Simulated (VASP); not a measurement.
# Ru (P6_3/mmc) in VASP: notebook

Runs on Ru. Level: LDA. Tasks: single point, relaxation of cell and atoms.

Everything below comes from runs of VASP 6.6.1. Logs are shortened: lines on timing, memory, paths and dates and some standing lists are left out, and cuts for length are marked.

### Step 1. The cell of the first run

Symmetry: P6_3/mmc, No. 194, hexagonal system. The conventional cell has a = 2.676 Å, b = 2.676 Å, c = 4.226 Å, α = 90.00°, β = 90.00°, γ = 120.00°. Within 3.5 Å of Ru (site symmetry -6m2) lie 12 Ru at 2.62 to 2.68 Å.

### Step 2. Single point, LDA

Input file INCAR:

```
SYSTEM = Ru
PREC = Accurate
ENCUT = 520
EDIFF = 1E-7
ISMEAR = -1
SIGMA = 0.15
LREAL = .False.
LASPH = .True.
NELM = 80
ALGO = Normal
ISIF = 2
LWAVE = .False.
LCHARG = .True.
GGA = CA
LELF = .True.
LVHAR = .True.
NBANDS = 21
```

Input file KPOINTS:

```
Automatic mesh
0
Gamma
  18 18 10
  0 0 0
```

Input file POSCAR:

```
Ru
1.0
    2.6758287514      0.0000000000      0.0000000000
   -1.3379143757      2.3173356749      0.0000000000
    0.0000000000      0.0000000000      4.2263843414
Ru
2
Direct
    0.3333333333      0.6666666667      0.2500000000
    0.6666666667      0.3333333333      0.7500000000
```

Potentials or basis: VASP PAW LDA potentials, release 64 (Ru_pv).

The run is started by

```sh
$ cat potpaw_LDA.64/Ru_pv/POTCAR > POTCAR
$ mpirun -np 1 vasp_std > vasp.out
```

OUTCAR:

```text
SYSTEM = Ru
   PREC = Accurate
   ENCUT = 520
   EDIFF = 1E-7
   ISMEAR = -1
   LREAL = .False.
   LASPH = .True.
   NELM = 80
   ISIF = 2
   GGA = CA

 ion  position               nearest neighbor table
   1  0.333  0.667  0.250-   2 2.62   2 2.62   2 2.62   2 2.62   2 2.62   2 2.62
   2  0.667  0.333  0.750-   1 2.62   1 2.62   1 2.62   1 2.62   1 2.62   1 2.62

  LATTYP: Found a hexagonal cell.
 ALAT       =     2.6758287514
 C/A-ratio  =     1.5794674226

  Lattice vectors:

 A1 = (   2.6758287514,   0.0000000000,   0.0000000000)
 A2 = (  -1.3379143757,   2.3173356749,   0.0000000000)
 A3 = (   0.0000000000,   0.0000000000,   4.2263843414)

Analysis of symmetry for initial positions (statically):
=====================================================================
 Subroutine PRICEL returns:
 Original cell was already a primitive cell.

 Routine SETGRP: Setting up the symmetry group for a
 hexagonal supercell.

 Subroutine GETGRP returns: Found 24 space group operations
 (whereof 12 operations were pure point group operations)
 out of a pool of 24 trial point group operations.

The static configuration has the point symmetry D_3d.
 The point group associated with its full space group is D_6h.

Analysis of symmetry for dynamics (positions and initial velocities):
=====================================================================
 Subroutine PRICEL returns:
 Original cell was already a primitive cell.

 Routine SETGRP: Setting up the symmetry group for a
 hexagonal supercell.

 Subroutine GETGRP returns: Found 24 space group operations
 (whereof 12 operations were pure point group operations)
 out of a pool of 24 trial point group operations.

The dynamic configuration has the point symmetry D_3d.
 The point group associated with its full space group is D_6h.

 Subroutine INISYM returns: Found 24 space group operations
 (whereof 12 operations are pure point group operations),
 and found     1 'primitive' translations

----------------------------------------------------------------------------------------

                                     Primitive cell

  volume of cell :      26.2069

  direct lattice vectors                    reciprocal lattice vectors
     2.675828751  0.000000000  0.000000000     0.373715993  0.215765029  0.000000000
    -1.337914376  2.317335675  0.000000000     0.000000000  0.431530059  0.000000000
     0.000000000  0.000000000  4.226384341     0.000000000  0.000000000  0.236608865

  length of vectors
     2.675828751  2.675828751  4.226384341     0.431530059  0.431530059  0.236608865

  position of ions in fractional coordinates (direct lattice)
     0.333333333  0.666666667  0.250000000
     0.666666667  0.333333333  0.750000000

  ion indices of the primitive-cell ions
   primitive index   ion index
                 1           1
                 2           2

----------------------------------------------------------------------------------------

 KPOINTS: Automatic mesh

Automatic generation of k-mesh.
 Grid dimensions read from file:
 generate k-points for:   18   18   10

 Generating k-lattice:

  Cartesian coordinates                     Fractional coordinates (reciprocal lattice)
     0.020762000  0.011986946  0.000000000     0.055555556 -0.000000000  0.000000000
     0.000000000  0.023973892  0.000000000     0.000000000  0.055555556  0.000000000
     0.000000000  0.000000000  0.023660886     0.000000000  0.000000000  0.100000000

  Length of vectors
     0.023973892  0.023973892  0.023660886

  Shift w.r.t. Gamma in fractional coordinates (k-lattice)
     0.000000000  0.000000000  0.000000000

 Subroutine IBZKPT returns following result:
 ===========================================

 Found    222 irreducible k-points:

 Following reciprocal coordinates:
            Coordinates               Weight
  0.000000  0.000000  0.000000      1.000000
  0.055556 -0.000000  0.000000      6.000000
  0.111111 -0.000000  0.000000      6.000000
  0.166667  0.000000  0.000000      6.000000
  0.222222  0.000000  0.000000      6.000000
  0.277778  0.000000  0.000000      6.000000
[... 16 lines left out ...]
  0.333333  0.111111  0.000000     12.000000
  0.388889  0.111111  0.000000     12.000000
 [... further k-points ...]
   k-points           NKPTS =    222   k-points in BZ     NKDIM =    222   number of bands    NBANDS=     21
   number of dos      NEDOS =    301   number of ions     NIONS =      2
   total plane-waves  NPLWV =  12800
   dimension x,y,z NGX =    20 NGY =   20 NGZ =   32
   dimension x,y,z NGXF=    40 NGYF=   40 NGZF=   64
   ions per type =               2
   NGX,Y,Z   is equivalent  to a cutoff of  12.43, 12.43, 12.59 a.u.
   NGXF,Y,Z  is equivalent  to a cutoff of  24.85, 24.85, 25.17 a.u.
 SYSTEM =  Ru
   PREC   = accura    normal or accurate (medium, high low for compatibility)
   ISTART =      0    job   : 0-new  1-cont  2-samecut
   ICHARG =      2    charge: 1-file 2-atom 10-const
   ISPIN  =      1    spin polarized calculation?
   LNONCOLLINEAR =      F non collinear calculations
   LSORBIT =      F    spin-orbit coupling
   LASPH  =      T    aspherical Exc in radial PAW
   ENCUT  =  520.0 eV  38.22 Ry    6.18 a.u.   4.98  4.98  7.86*2*pi/ulx,y,z
   NELM   =     80;   NELMIN=  2; NELMDL= -5     # of ELM steps
   EDIFF  = 0.1E-06   stopping-criterion for ELM
   LREAL  =      F    real-space projection
   EDIFFG = 0.1E-05   stopping-criterion for IOM
   NSW    =      0    number of steps for IOM
   IBRION =     -1    ionic relax: 0-MD 1-quasi-New 2-CG
   NFREE  =      0    steps in history (QN), initial steepest desc. (CG)
   ISIF   =      2    stress and relaxation
   ISYM   =      2    0-nonsym 1-usesym 2-fastsym
   POTIM  = 0.5000    time-step for ionic-motion
   TEBEG  =    0.0;   TEEND  =   0.0 temperature during run
   PSTRESS=    0.0 pullay stress
   NELECT =      28.0000    total number of electrons
   NUPDOWN=      -1.0000    fix difference up-down
   EMIN   =  10.00;   EMAX   =-10.00  energy-range for DOS
   EFERMI =   0.00;   METHOD = LEGACY
   ISMEAR =    -1;   SIGMA  =   0.15  broadening in eV -4-tet -1-fermi 0-gaus
   EFERMI_NEDOS =   21; number of points for ismear=-14 and -15
   IALGO  =     38    algorithm
   IMIX   =      4    mixing-type and parameters
     AMIX     =   0.40;   BMIX     =  1.00
     AMIX_MAG =   1.60;   BMIX_MAG =  1.00
  volume/ion in A,a.u.               =      13.10        88.43
  Fermi-wavevector in a.u.,A,eV,Ry     =   1.673614  3.162673 38.109720  2.800985
  Thomas-Fermi vector in A             =   2.758555
   LORBIT       =      0    0 simple, 1 ext, 2 COOP (PROOUT), +10 PAW based schemes
   GGA     = CA    functional components
   LHFCALC =     F    Hartree Fock is set to
   AEXX    =    0.0000 exact exchange contribution
   IVDW    =     0    specifies the selected vdW correction
   LEPSILON=     F    determine dielectric tensor
   LRPA    =     F    only Hartree local field effects (RPA)
 non-spin polarized calculation
  energy-cutoff  :      520.00
  volume of cell :       26.21
 maximum number of plane-waves:       732
 NGX is ok and might be reduce to    20
   NGX =  9   NGY =  9   NGZ = 15

 number of electron      27.9999992 magnetization

 Free energy of the ion-electron system (eV)
  ---------------------------------------------------
  ext. energy  EPLUGINS =         0.00000000
  ---------------------------------------------------
  free energy    TOTEN  =       -21.44849077 eV

  energy without entropy =      -21.33129720  energy(sigma->0) =      -21.38989399

 E-fermi :  13.3747     XC(G=0): -14.5992

 val. band max:       13.3724516996   @ k =   0.2222   0.1111   0.1000
 cond. band min:      13.3817504452   @ k =   0.0556  -0.0000   0.1000
 fundamental gap:      0.0092987456
 Fermi energy:        13.3746545271

 k-point     1 :       0.0000    0.0000    0.0000
  band No.  band energies     occupation
      1     -30.2452      2.00000
      2     -29.1764      2.00000
      3     -29.1764      2.00000
      4     -28.9816      2.00000
      5     -28.9816      2.00000
      6     -28.9337      2.00000
[... 13 lines left out ...]
     20      23.3093      0.00000
     21      24.1148      0.00000

 k-point     2 :       0.0556   -0.0000    0.0000
  band No.  band energies     occupation
      1     -30.2331      2.00000
      2     -29.2022      2.00000
      3     -29.1851      2.00000
      4     -29.0086      2.00000
      5     -28.9850      2.00000
      6     -28.9393      2.00000
[... 13 lines left out ...]
     20      23.3092      0.00000
     21      24.0976      0.00000

 k-point     3 :       0.1111   -0.0000    0.0000
  band No.  band energies     occupation
      1     -30.1977      2.00000
      2     -29.2765      2.00000
      3     -29.2099      2.00000
      4     -29.0855      2.00000
      5     -28.9952      2.00000
      6     -28.9562      2.00000
[... 13 lines left out ...]
     20      23.3092      0.00000
     21      24.0395      0.00000

 k-point     4 :       0.1667    0.0000    0.0000
  band No.  band energies     occupation
      1     -30.1410      2.00000
      2     -29.3904      2.00000
      3     -29.2469      2.00000
      4     -29.2011      2.00000
      5     -29.0116      2.00000
      6     -28.9843      2.00000
[... 13 lines left out ...]
     20      23.3091      0.00000
     21      23.9344      0.00000

 k-point     5 :       0.2222    0.0000    0.0000
  band No.  band energies     occupation
      1     -30.0665      2.00000
      2     -29.5300      2.00000
      3     -29.3393      2.00000
      4     -29.2909      2.00000
      5     -29.0329      2.00000
      6     -29.0237      2.00000
[... 13 lines left out ...]
     20      23.3091      0.00000
     21      23.7951      0.00000
[... 382 lines left out ...]
     20      23.3089      0.00000
     21      23.7211      0.00000

 k-point    22 :       0.2778    0.1111    0.0000
  band No.  band energies     occupation
      1     -29.8585      2.00000
      2     -29.8020      2.00000
      3     -29.6475      2.00000
      4     -29.3940      2.00000
      5     -29.1494      2.00000
      6     -29.1377      2.00000
[... 13 lines left out ...]
     20      23.6586      0.00000
     21      23.6873      0.00000

 k-point    23 :       0.3333    0.1111    0.0000
  band No.  band energies     occupation
      1     -29.9078      2.00000
      2     -29.7687      2.00000
      3     -29.7185      2.00000
      4     -29.4478      2.00000
      5     -29.2120      2.00000
      6     -29.1617      2.00000
[... 13 lines left out ...]
     20      23.3091      0.00000
     21      24.4639      0.00000

 k-point    24 :       0.3889    0.1111    0.0000
  band No.  band energies     occupation
      1     -29.9765      2.00000
      2     -29.7647      2.00000
      3     -29.6958      2.00000
      4     -29.4823      2.00000
      5     -29.2670      2.00000
      6     -29.1773      2.00000
[... 13 lines left out ...]
     20      23.3084      0.00000
     21      24.7974      0.00000

 [... further k-points ...]

------------------------ aborting loop because EDIFF is reached ----------------------------------------

  FORCE on cell =-STRESS in cart. coord.  units (eV):
  Direction    XX          YY          ZZ          XY          YZ          ZX
  --------------------------------------------------------------------------------------
  -------------------------------------------------------------------------------------
  Total        0.1569803      0.1569803      0.1732377      0.0000000      0.0000000      0.0000000
  in kB        9.5970908      9.5970908     10.5909953      0.0000000      0.0000000      0.0000000
  external PRESSURE =       9.9283923 kB  Pullay stress =       0.0000000 kB

 VOLUME and BASIS-vectors are now :
 -----------------------------------------------------------------------------
  energy-cutoff  :      520.00
  volume of cell :       26.21
      direct lattice vectors                 reciprocal lattice vectors
     2.675828751  0.000000000  0.000000000     0.373715993  0.215765029  0.000000000
    -1.337914376  2.317335675  0.000000000     0.000000000  0.431530059  0.000000000
     0.000000000  0.000000000  4.226384341     0.000000000  0.000000000  0.236608865

 POSITION                                       TOTAL-FORCE (eV/Angst)
 -----------------------------------------------------------------------------------
     -0.00000      1.54489      1.05660         0.000000     -0.000000      0.000000
      1.33791      0.77245      3.16979        -0.000000      0.000000      0.000000
 -----------------------------------------------------------------------------------
    total drift:                                0.000000     -0.000000      0.000000

  FREE ENERGIE OF THE ION-ELECTRON SYSTEM (eV)
  ---------------------------------------------------
  free  energy   TOTEN  =       -21.4484907723 eV

  energy  without entropy=      -21.3312971995  energy(sigma->0) =      -21.38989399
```

It took 36 s on 1 thread of Intel Xeon 6975P-C (Granite Rapids), shared host; peak memory 0.2 GiB.

What came out:

```yaml
Free_energy: -21.4485 eV
Pressure: 1.0 GPa
Band_gap_on_the_k_mesh: zero (band 14 reaches 14.93 eV, above the bottom of band 15 at 11.62 eV)
```

Stress tensor (GPa, compression positive):
```
0.96 0.00 0.00
0.00 0.96 0.00
0.00 0.00 1.06
```

### Step 3. Relaxation of cell and atoms, LDA

Input file INCAR:

```
SYSTEM = Ru
ALGO     = Fast           ! electronic algorithm
EDIFF    = 1E-7           ! SCF threshold, eV
EDIFFG   = -0.001         ! ionic threshold
ENCUT    = 600            ! plane-wave cutoff, eV
GGA      = CA             ! functional
IBRION   = 2              ! ionic algorithm
ISIF     = 3              ! what is computed and relaxed
ISMEAR   = -1             ! smearing method
LASPH    = .True.         ! aspherical terms in the spheres
LCHARG   = .False.        ! write CHGCAR
LREAL    = .False.        ! projectors in reciprocal space
LWAVE    = .False.        ! write WAVECAR
NELM     = 80             ! most SCF steps
NSW      = 80             ! ionic steps
PREC     = Accurate       ! precision mode
SIGMA    = 0.15           ! smearing width, eV
```

Input file KPOINTS:

```
k-points
0
Gamma
  18 18 10
  0 0 0
```

Input file POSCAR:

```
Ru
1.0
    2.6738855892      0.0000000000      0.0000000000
   -1.3369427946      2.3156528471      0.0000000000
    0.0000000000      0.0000000000      4.2264228672
Ru
2
Direct
    0.3333333333      0.6666666667      0.2500000000
    0.6666666667      0.3333333333      0.7500000000
```

Potentials or basis: VASP PAW LDA potentials, release 64 (Ru_pv).

The run is started by

```sh
$ cat potpaw_LDA.64/Ru_pv/POTCAR > POTCAR
$ mpirun -np 1 vasp_std > vasp.out
```

It took 4.3 min on 1 thread of Intel Xeon 6975P-C (Granite Rapids), shared host; peak memory 0.22 GiB.

Results (log left out):

| Property | Result |
| --- | --- |
| Free energy | -21.4486 eV |
| Relaxed volume | 13.14 Å³/atom |
| Relaxed cell | a = 2.678 Å, b = 2.678 Å, c = 4.230 Å, α = 90.00°, β = 90.00°, γ = 120.00° |
| Space group after relaxing (to 0.05 Å) | P6_3/mmc (No. 194) |
| Energy gained by relaxing | 0.3 meV/atom |
| Ionic steps | 13 |
| Pressure after relaxing | 0.0 GPa |
| Band gap on the k mesh | zero (band 14 reaches 14.87 eV, above the bottom of band 15 at 11.57 eV) |

Step by step:
```
step  energy change (eV)  largest force (eV/Å)  pressure (GPa)  volume (Å³)
   1              0.0000                0.0000            1.44        26.17
   2              0.0044                0.0000           -4.68        26.62
   3             -0.0005                0.0000           -0.13        26.28
   4             -0.0005                0.0000            0.08        26.27
   5             -0.0005                0.0000            0.05        26.27
   6             -0.0005                0.0000            0.01        26.28
   7             -0.0005                0.0000            0.00        26.28
   8             -0.0005                0.0000           -0.01        26.28
   9             -0.0005                0.0000           -0.01        26.28
  10             -0.0005                0.0000           -0.01        26.28
  11             -0.0005                0.0000           -0.01        26.28
  12             -0.0005                0.0000            0.02        26.27
  13             -0.0005                0.0000            0.00        26.28
```

Final structure:
```
Ru
1.0
     2.67810    0.00000    0.00000
    -1.33905    2.31931    0.00000
     0.00000    0.00000    4.23026
Ru
2
Direct
  0.33333 0.66667 0.25000
  0.66667 0.33333 0.75000
```

Levels at points of the mesh, in eV from the Fermi level:
```
           k point  band 11  band 12  band 13  band 14  band 15  band 16  band 17  band 18
(0.00, 0.00, 0.00)    -2.56    -2.03    -2.03    -1.49    -1.49     1.24     1.24     1.34
(0.50, 0.00, 0.00)    -2.17    -1.87    -1.60     1.50     1.95     2.04     4.25     6.34
(0.00, 0.00, 0.50)    -2.94    -2.94    -2.84    -2.84     0.57     0.57     0.57     0.57
(0.50, 0.00, 0.50)    -1.14    -1.14     0.46     0.46     1.77     1.77     3.51     3.51
```
